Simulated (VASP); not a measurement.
The system is Cd.

```
CELL_PARAMETERS angstrom
-1.75500 1.75500 1.75500
1.75500 -1.75500 1.75500
1.75500 1.75500 -1.75500
ATOMIC_POSITIONS crystal
Cd 0.00000 0.00000 0.00000
```

This isn't the form of Cd at room conditions, which is hcp.

* Program: VASP 6.6.1
* Task: relaxation of cell and atoms
* Functional: LDA
* Potentials or basis: VASP PAW LDA potentials, release 64 (Cd)
* Cutoff: 500 eV
* k mesh: 19 × 19 × 19
* Occupations: gaussian, width 0.05 eV
* Spin: no spin polarisation

At the start: pressure -3.0 GPa; volume 21.62 Å³/atom.

Task: Where does the relaxation end?

Result: Over 3 steps the energy falls by 11.4 meV/atom and the volume is 20.48 Å³/atom (-5.3 %); space group Im-3m (No. 229, to 0.1 Å) before and after.

Step by step:
| step | energy change (eV) | largest force (eV/Å) | pressure (GPa) | volume (Å³) |
| --- | --- | --- | --- | --- |
| 1 | 0.0000 | 0.0000 | -3.02 | 21.62 |
| 2 | -0.0113 | 0.0000 | 0.35 | 20.37 |
| 3 | -0.0114 | 0.0000 | 0.01 | 20.48 |

Final structure:
```cif
data_structure
_symmetry_space_group_name_H-M 'P 1'
_symmetry_Int_Tables_number 1
_cell_length_a 2.9852
_cell_length_b 2.9852
_cell_length_c 2.9852
_cell_angle_alpha 109.471
_cell_angle_beta 109.471
_cell_angle_gamma 109.471
_cell_volume 20.48
loop_
_atom_site_label
_atom_site_type_symbol
_atom_site_fract_x
_atom_site_fract_y
_atom_site_fract_z
_atom_site_occupancy
Cd1 Cd 0.00000 0.00000 0.00000 1
```
